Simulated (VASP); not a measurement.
# Al30Cu (a cell with a defect) in VASP: single point with PBE+D3(BJ)

Aim: the single point of Al30Cu (a cell with a defect) with PBE+D3(BJ).

Program: VASP 6.6.1. These are calculated values, not measurements. Logs are shortened: lines on timing, memory, paths and dates and some standing lists are left out, and cuts for length are marked.

### Step 1. The cell of the first run

The cell holds a defect, 31 atoms: a = 8.100 Å, b = 8.100 Å, c = 8.100 Å, α = 90.00°, β = 90.00°, γ = 90.00°.

### Step 2. Single point, PBE+D3(BJ)

Input file INCAR:

```
SYSTEM = Al30Cu
ALGO = Normal
EDIFF = 1E-7
ENCUT = 520
GGA = PE
ISIF = 2
ISMEAR = 0
IVDW = 12
LASPH = .True.
LCHARG = .False.
LREAL = Auto
LWAVE = .False.
NBANDS = 72
NELM = 100
PREC = Accurate
SIGMA = 0.1
```

Input file KPOINTS:

```
k-points
0
Gamma
  3 3 3
  0 0 0
```

Input file POSCAR:

```
Al30Cu
1.0
    8.1000000000      0.0000000000      0.0000000000
    0.0000000000      8.1000000000      0.0000000000
    0.0000000000      0.0000000000      8.1000000000
Al Cu
30 1
Direct
    0.5004953086     -0.0022324691     -0.0025702469
    0.7512539506      0.2464834568      0.0006717284
    0.7512439506      0.0010153086      0.2461393827
    0.0004967901      0.0021377778      0.0017940741
    0.2497401235      0.2464741975      0.0006713580
    0.5004974074      0.4997025926     -0.0043550617
    0.7509355556      0.7494061728     -0.0004981481
    0.2497430864      0.0010039506      0.2461387654
    0.5004927160      0.2462260494      0.2458861728
    0.7444696296      0.4988569136      0.2500753086
    0.5004907407     -0.0040293827      0.4993645679
    0.7444465432      0.2504088889      0.4985183951
    0.7509369136     -0.0001583951      0.7490623457
    0.0004971605      0.4916697531      0.0078546914
    0.2500600000      0.7493956790     -0.0004962963
    0.2565170370      0.4988455556      0.2500735802
    0.5004938272      0.7532743210      0.2492033333
    0.0004901235      0.0082000000      0.4913267901
    0.2565316049      0.2504011111      0.4985159259
    0.5004925926      0.5030080247      0.5026692593
    0.7512491358      0.7482419753      0.5024148148
    0.2500511111     -0.0001632099      0.7490611111
    0.5004933333      0.2495358025      0.7529456790
    0.7512456790      0.5027581481      0.7479007407
    0.0004928395      0.7410645679      0.2572250617
    0.2497353086      0.7482307407      0.5024172840
    0.0004940741      0.2575761728      0.7407079012
    0.2497480247      0.5027483951      0.7479053086
    0.5004955556      0.7514653086      0.7511270370
    0.0004954321      0.7470995062      0.7467650617
    0.0004966667      0.3743885185      0.3740903704
```

Potentials or basis: VASP PAW PBE potentials, release 64 (Al, Cu).

Started as:

```console
> cat potpaw_PBE.64/Al/POTCAR potpaw_PBE.64/Cu/POTCAR > POTCAR
> mpirun -np 1 vasp_std > vasp.out
```

OUTCAR:

```text
SYSTEM = Al30Cu
   EDIFF = 1E-7
   ENCUT = 520
   GGA = PE
   ISIF = 2
   ISMEAR = 0
   IVDW = 12
   LASPH = .True.
   LREAL = Auto
   NELM = 100
   PREC = Accurate
 IVDW          = 12

 ion  position               nearest neighbor table
   1  0.500  0.998  0.997-  29 2.82  23 2.84  17 2.84   9 2.85   7 2.86  15 2.86  13 2.86  22 2.86
                             3 2.86   8 2.86   5 2.86   2 2.86
   2  0.751  0.246  0.001-   3 2.81   4 2.83  14 2.83   9 2.84  13 2.85  23 2.86   1 2.86  10 2.87
                             6 2.89  24 2.92  27 2.92
   3  0.751  0.001  0.246-   2 2.81   4 2.83  18 2.83   9 2.84   7 2.85  17 2.86   1 2.86  12 2.87
                            11 2.89  21 2.92  25 2.92
   4  0.000  0.002  0.002-   5 2.83   2 2.83   8 2.83   3 2.83  22 2.88  13 2.88   7 2.88  15 2.88
                            30 2.92  25 2.96  27 2.96
   5  0.250  0.246  0.001-   8 2.81   4 2.83  14 2.83   9 2.84  22 2.85  23 2.86   1 2.86  16 2.87
                             6 2.89  28 2.92  27 2.92
   6  0.500  0.500  0.996-  23 2.82  29 2.84  10 2.86  28 2.86  16 2.86  24 2.86  15 2.86   7 2.86
                             9 2.89   2 2.89   5 2.89  17 2.90
   7  0.751  0.749  1.000-   3 2.85  24 2.85   1 2.86  29 2.86   6 2.86  17 2.86  13 2.87  10 2.87
                             4 2.88  30 2.88  25 2.91  14 2.91
   8  0.250  0.001  0.246-   5 2.81   4 2.83  18 2.83   9 2.84  15 2.85  17 2.86   1 2.86  19 2.87
                            11 2.89  26 2.92  25 2.92
   9  0.500  0.246  0.246-   3 2.84   5 2.84   8 2.84   2 2.84  12 2.84  19 2.84  16 2.84  10 2.84
[... 28 lines left out ...]
                            20 2.89  28 2.89  24 2.89  11 2.90
  24  0.751  0.503  0.748-  21 2.81  30 2.83  27 2.83  20 2.84   7 2.85   6 2.86  29 2.86  12 2.87
                            23 2.89   2 2.92  14 2.92
  25  0.000  0.741  0.257-  21 2.83  26 2.83  10 2.86  16 2.86  14 2.86  18 2.88   7 2.91  15 2.91
                             8 2.92   3 2.92   4 2.96
  26  0.250  0.748  0.502-  28 2.81  30 2.83  25 2.83  20 2.84  22 2.85  11 2.86  29 2.86  16 2.87
                            17 2.89   8 2.92  18 2.92
  27  0.000  0.258  0.741-  28 2.83  24 2.83  19 2.86  12 2.86  18 2.86  14 2.88  13 2.91  22 2.91
                             2 2.92   5 2.92   4 2.96
  28  0.250  0.503  0.748-  26 2.81  30 2.83  27 2.83  20 2.84  15 2.85   6 2.86  29 2.86  19 2.87
                            23 2.89   5 2.92  14 2.92
  29  0.500  0.751  0.751-   1 2.82  11 2.84   6 2.84  20 2.85  15 2.86   7 2.86  22 2.86  13 2.86
                            24 2.86  28 2.86  21 2.86  26 2.86
  30  0.000  0.747  0.747-  26 2.83  24 2.83  21 2.83  28 2.83  22 2.88   7 2.88  13 2.88  15 2.88
                             4 2.92  14 2.96  18 2.96
  31  0.000  0.374  0.374-  19 2.52  12 2.52  16 2.52  10 2.52

  LATTYP: Found a simple cubic cell.
 ALAT       =     8.1000000000

  Lattice vectors:

 A1 = (   8.1000000000,   0.0000000000,   0.0000000000)
 A2 = (   0.0000000000,   8.1000000000,   0.0000000000)
 A3 = (   0.0000000000,   0.0000000000,   8.1000000000)

Analysis of symmetry for initial positions (statically):
=====================================================================
 Subroutine PRICEL returns:
 Original cell was already a primitive cell.

 Routine SETGRP: Setting up the symmetry group for a
 simple cubic supercell.

 Subroutine GETGRP returns: Found  1 space group operations
 (whereof  1 operations were pure point group operations)
 out of a pool of 48 trial point group operations.

The static configuration has the point symmetry C_1 .

Analysis of symmetry for dynamics (positions and initial velocities):
=====================================================================
 Subroutine PRICEL returns:
 Original cell was already a primitive cell.

 Routine SETGRP: Setting up the symmetry group for a
 simple cubic supercell.

 Subroutine GETGRP returns: Found  1 space group operations
 (whereof  1 operations were pure point group operations)
 out of a pool of 48 trial point group operations.

The dynamic configuration has the point symmetry C_1 .

 Subroutine INISYM returns: Found  1 space group operations
 (whereof  1 operations are pure point group operations),
 and found     1 'primitive' translations

----------------------------------------------------------------------------------------

                                     Primitive cell

  volume of cell :     531.4410

  direct lattice vectors                    reciprocal lattice vectors
     8.100000000  0.000000000  0.000000000     0.123456790  0.000000000  0.000000000
     0.000000000  8.100000000  0.000000000     0.000000000  0.123456790  0.000000000
     0.000000000  0.000000000  8.100000000     0.000000000  0.000000000  0.123456790

  length of vectors
[... 84 lines left out ...]
  Length of vectors
     0.041152263  0.041152263  0.041152263

  Shift w.r.t. Gamma in fractional coordinates (k-lattice)
     0.000000000  0.000000000  0.000000000

 Subroutine IBZKPT returns following result:
 ===========================================

 Found     14 irreducible k-points:

 Following reciprocal coordinates:
            Coordinates               Weight
  0.000000  0.000000  0.000000      1.000000
  0.333333  0.000000  0.000000      2.000000
  0.000000  0.333333  0.000000      2.000000
  0.000000  0.000000  0.333333      2.000000
  0.333333  0.333333  0.000000      2.000000
  0.000000  0.333333  0.333333      2.000000
  0.333333  0.000000  0.333333      2.000000
 -0.333333  0.333333  0.000000      2.000000
 -0.333333  0.000000  0.333333      2.000000
  0.000000 -0.333333  0.333333      2.000000
  0.333333  0.333333  0.333333      2.000000
 -0.333333  0.333333  0.333333      2.000000
 -0.333333 -0.333333  0.333333      2.000000
  0.333333 -0.333333  0.333333      2.000000
   k-points           NKPTS =     14   k-points in BZ     NKDIM =     14   number of bands    NBANDS=     72
   number of dos      NEDOS =    301   number of ions     NIONS =     31
   total plane-waves  NPLWV = 216000
   dimension x,y,z NGX =    60 NGY =   60 NGZ =   60
   dimension x,y,z NGXF=   120 NGYF=  120 NGZF=  120
   ions per type =              30   1
   NGX,Y,Z   is equivalent  to a cutoff of  12.31, 12.31, 12.31 a.u.
   NGXF,Y,Z  is equivalent  to a cutoff of  24.63, 24.63, 24.63 a.u.
 SYSTEM =  Al30Cu
   PREC   = accura    normal or accurate (medium, high low for compatibility)
   ISTART =      0    job   : 0-new  1-cont  2-samecut
   ICHARG =      2    charge: 1-file 2-atom 10-const
   ISPIN  =      1    spin polarized calculation?
   LNONCOLLINEAR =      F non collinear calculations
   LSORBIT =      F    spin-orbit coupling
   LASPH  =      T    aspherical Exc in radial PAW
   ENCUT  =  520.0 eV  38.22 Ry    6.18 a.u.  15.06 15.06 15.06*2*pi/ulx,y,z
   NELM   =    100;   NELMIN=  2; NELMDL= -5     # of ELM steps
   EDIFF  = 0.1E-06   stopping-criterion for ELM
   LREAL  =      T    real-space projection
   EDIFFG = 0.1E-05   stopping-criterion for IOM
   NSW    =      0    number of steps for IOM
   IBRION =     -1    ionic relax: 0-MD 1-quasi-New 2-CG
   NFREE  =      0    steps in history (QN), initial steepest desc. (CG)
   ISIF   =      2    stress and relaxation
   ISYM   =      2    0-nonsym 1-usesym 2-fastsym
   POTIM  = 0.5000    time-step for ionic-motion
   TEBEG  =    0.0;   TEEND  =   0.0 temperature during run
   PSTRESS=    0.0 pullay stress
   NELECT =     101.0000    total number of electrons
   NUPDOWN=      -1.0000    fix difference up-down
   EMIN   =  10.00;   EMAX   =-10.00  energy-range for DOS
   EFERMI =   0.00;   METHOD = LEGACY
   ISMEAR =     0;   SIGMA  =   0.10  broadening in eV -4-tet -1-fermi 0-gaus
   EFERMI_NEDOS =   21; number of points for ismear=-14 and -15
   IALGO  =     38    algorithm
   IMIX   =      4    mixing-type and parameters
     AMIX     =   0.40;   BMIX     =  1.00
     AMIX_MAG =   1.60;   BMIX_MAG =  1.00
  volume/ion in A,a.u.               =      17.14       115.69
  Fermi-wavevector in a.u.,A,eV,Ry     =   0.941233  1.778672 12.053656  0.885919
  Thomas-Fermi vector in A             =   2.068723
   LORBIT       =      0    0 simple, 1 ext, 2 COOP (PROOUT), +10 PAW based schemes
   GGA     = PE    functional components
   LHFCALC =     F    Hartree Fock is set to
   AEXX    =    0.0000 exact exchange contribution
   IVDW    =    12    specifies the selected vdW correction
   LEPSILON=     F    determine dielectric tensor
   LRPA    =     F    only Hartree local field effects (RPA)
 non-spin polarized calculation
 Gauss-broadening in eV      SIGMA  =   0.10
  energy-cutoff  :      520.00
  volume of cell :      531.44
 maximum number of plane-waves:     14358
   NGX = 31   NGY = 31   NGZ = 31

 number of electron     100.9999989 magnetization

 Free energy of the ion-electron system (eV)
  ---------------------------------------------------
  ext. energy  EPLUGINS =         0.00000000
  ---------------------------------------------------
  free energy    TOTEN  =      -115.36557682 eV

  energy without entropy =     -115.32627937  energy(sigma->0) =     -115.34592810

 E-fermi :   7.3281     XC(G=0): -10.0528

 val. band max:        7.2898869207   @ k =   0.0000   0.0000   0.3333
 cond. band min:       7.3719121013   @ k =   0.0000   0.0000   0.0000
 fundamental gap:      0.0820251806
 Fermi energy:         7.3281339645

 k-point     1 :       0.0000    0.0000    0.0000
  band No.  band energies     occupation
      1      -3.4065      2.00000
      2      -1.2861      2.00000
      3      -1.2839      2.00000
      4      -1.2392      2.00000
      5      -1.2151      2.00000
      6      -1.0393      2.00000
[... 899 lines left out ...]
     61       9.1968      0.00000
     62       9.2061      0.00000
 [bands above 62 left out]

------------------------ aborting loop because EDIFF is reached ----------------------------------------

 Edisp (eV)  -10.09371

 E8    (eV) :    -4.5075

  FORCE on cell =-STRESS in cart. coord.  units (eV):
  Direction    XX          YY          ZZ          XY          YZ          ZX
  --------------------------------------------------------------------------------------
  -------------------------------------------------------------------------------------
  Total     -11.69574   -17.71585   -17.71259    -0.00130    -0.25195    -0.00025
  in kB     -35.26007   -53.40938   -53.39954    -0.00392    -0.75956    -0.00076
  external pressure =      -47.36 kB  Pullay stress =        0.00 kB

 VOLUME and BASIS-vectors are now :
 -----------------------------------------------------------------------------
  energy-cutoff  :      520.00
  volume of cell :      531.44
      direct lattice vectors                 reciprocal lattice vectors
     8.100000000  0.000000000  0.000000000     0.123456790  0.000000000  0.000000000
     0.000000000  8.100000000  0.000000000     0.000000000  0.123456790  0.000000000
     0.000000000  0.000000000  8.100000000     0.000000000  0.000000000  0.123456790

 POSITION                                       TOTAL-FORCE (eV/Angst)
 -----------------------------------------------------------------------------------
      4.05401      8.08192      8.07918         0.000244     -0.008675     -0.008488
      6.08516      1.99652      0.00544         0.001154     -0.004047     -0.001650
      6.08508      0.00822      1.99373         0.002044     -0.003342     -0.002806
      0.00402      0.01732      0.01453         0.000380      0.001326      0.001125
      2.02290      1.99644      0.00544        -0.002239     -0.003957     -0.002927
      4.05403      4.04759      8.06472         0.000531      0.003850      0.002542
[... 23 lines left out ...]
      0.00401      6.05151      6.04880        -0.001350      0.000406      0.000114
      0.00402      3.03255      3.03013        -0.000530     -0.001034     -0.001152
 -----------------------------------------------------------------------------------
    total drift:                                0.010513     -0.017129     -0.011859

  FREE ENERGIE OF THE ION-ELECTRON SYSTEM (eV)
  ---------------------------------------------------
  free  energy   TOTEN  =      -125.4592894620 eV

  energy  without entropy=     -125.4199920100  energy(sigma->0) =     -125.43964074
```

It took 40 min on 1 thread of Oxide Virtual Turin-like, shared host; peak memory 0.64 GiB.

Results:

- Free energy: -125.4593 eV
- Pressure: -4.7 GPa
- Largest force: 0.014 eV/Å
- Band gap on the k mesh: zero (an odd number of electrons rules out a gap without spin polarisation)
- Dispersion energy per atom: -0.326 eV

Forces in eV/Å, atoms in the order of the input:
```
Al   0.000 -0.009 -0.008
Al   0.001 -0.004 -0.002
Al   0.002 -0.003 -0.003
Al   0.000  0.001  0.001
Al  -0.002 -0.004 -0.003
Al   0.001  0.004  0.003
Al   0.005 -0.004 -0.001
Al  -0.002 -0.002 -0.003
Al   0.000 -0.004 -0.003
Al  -0.005  0.002 -0.003
Al   0.000  0.001  0.004
Al  -0.006 -0.004  0.001
Al   0.005  0.001 -0.007
Al  -0.004 -0.005  0.010
Al   0.000 -0.006 -0.002
Al   0.006  0.002 -0.004
Al   0.000  0.003 -0.002
Al  -0.003  0.009 -0.004
Al   0.006 -0.004  0.002
Al   0.000  0.008  0.008
Al   0.004  0.001  0.005
Al   0.000  0.001 -0.008
Al   0.000 -0.003  0.004
Al   0.004  0.004  0.002
Al  -0.002 -0.007  0.008
Al  -0.002  0.001  0.005
Al  -0.003  0.007 -0.006
Al  -0.003  0.005 -0.001
Al   0.001  0.010  0.009
Al  -0.001  0.000  0.000
Cu  -0.001 -0.001 -0.001
```

Stress tensor (GPa, compression positive):
```
-3.53  0.00  0.00
 0.00 -5.34 -0.08
 0.00 -0.08 -5.34
```

Levels at points of the mesh, in eV from the Fermi level:
```tsv
k point	band 48	band 49	band 50	band 51	band 52	band 53	band 54	band 55
(0.00, 0.00, 0.00)	-0.29	0.04	0.05	0.45	0.59	0.64	0.66	0.70
```

The gap in the log of VASP goes by the Fermi energy; the results here count the filled bands.